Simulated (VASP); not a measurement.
CsMgBiO3:

```xyz
6
Lattice="3.2305 1.8651 3.7970 -3.2305 1.8651 3.7970 0.0000 -3.7303 3.7970" Properties=species:S:1:pos:R:3 pbc="T T T"
Cs    0.0000    0.0000   10.4488
Mg    0.0000    0.0000    3.4423
Bi    0.0000    0.0000    6.4393
O    -1.5857    0.9155    7.4612
O     0.0000   -1.8310    7.4612
O     1.5857    0.9155    7.4612
```

```yaml
Program: VASP 6.6.1
Task: relaxation of cell and atoms
Functional: PBEsol
Potentials_or_basis: VASP PAW PBE potentials, release 64 (Cs_sv, Mg, Bi_d, O)
Cutoff: 600 eV
k_mesh: 4 × 4 × 4
Occupations: fermi-dirac, width 0.01 eV
Spin: no spin polarisation
```

At the start: pressure -2.0 GPa; volume 22.88 Å³/atom.

Question: How do energy, volume and symmetry change on relaxing?

Answer: Over 44 steps the energy falls by 9.2 meV/atom and the volume is 22.78 Å³/atom (-0.4 %); space group R3m (No. 160, to 0.1 Å) before and after.

The path:
| step | energy change (eV) | largest force (eV/Å) | pressure (GPa) | volume (Å³) |
| --- | --- | --- | --- | --- |
| 1 | 0.0000 | 0.5775 | -2.03 | 137.27 |
| 3 | -0.0321 | 0.2428 | -0.08 | 134.25 |
| 5 | -0.0369 | 0.1337 | 0.14 | 133.52 |
| 7 | -0.0400 | 0.0912 | 0.10 | 133.72 |
| 9 | -0.0435 | 0.2214 | -0.30 | 135.13 |
| 11 | -0.0441 | 0.2744 | -0.43 | 135.69 |
| 13 | -0.0466 | 0.1877 | -0.32 | 136.04 |
| 15 | -0.0477 | 0.1800 | 0.15 | 137.41 |
| 17 | -0.0493 | 0.0729 | -0.03 | 136.85 |
| 19 | -0.0496 | 0.1392 | 0.13 | 136.98 |
| 21 | -0.0508 | 0.0640 | 0.05 | 137.03 |
| 23 | -0.0525 | 0.1129 | 0.00 | 137.97 |
| 25 | -0.0534 | 0.0447 | -0.22 | 137.98 |
| 27 | -0.0541 | 0.0377 | -0.19 | 137.78 |
| 29 | -0.0550 | 0.0095 | -0.06 | 137.16 |
| 31 | -0.0551 | 0.0215 | 0.02 | 136.99 |
| 33 | -0.0551 | 0.0073 | 0.00 | 136.96 |
| 35 | -0.0551 | 0.0071 | 0.00 | 136.87 |
| 37 | -0.0551 | 0.0075 | -0.01 | 136.86 |
| 39 | -0.0551 | 0.0077 | -0.02 | 136.83 |
| 41 | -0.0551 | 0.0126 | 0.01 | 136.70 |
| 43 | -0.0551 | 0.0052 | 0.00 | 136.73 |
| 44 | -0.0551 | 0.0045 | 0.00 | 136.71 |

Final structure:
```
Cs Mg Bi O
1.0
     3.18107    1.83659    3.89993
    -3.18107    1.83659    3.89993
     0.00000   -3.67318    3.89993
Cs Mg Bi O
1 1 1 3
Direct
  0.89656 0.89656 0.89656
  0.31184 0.31184 0.31184
  0.56940 0.56940 0.56940
  0.49551 0.98098 0.49551
  0.49551 0.49551 0.98098
  0.98098 0.49551 0.49551
```

Caveat: the PAW data sets were made with another functional, which shifts forces and pressure a little.
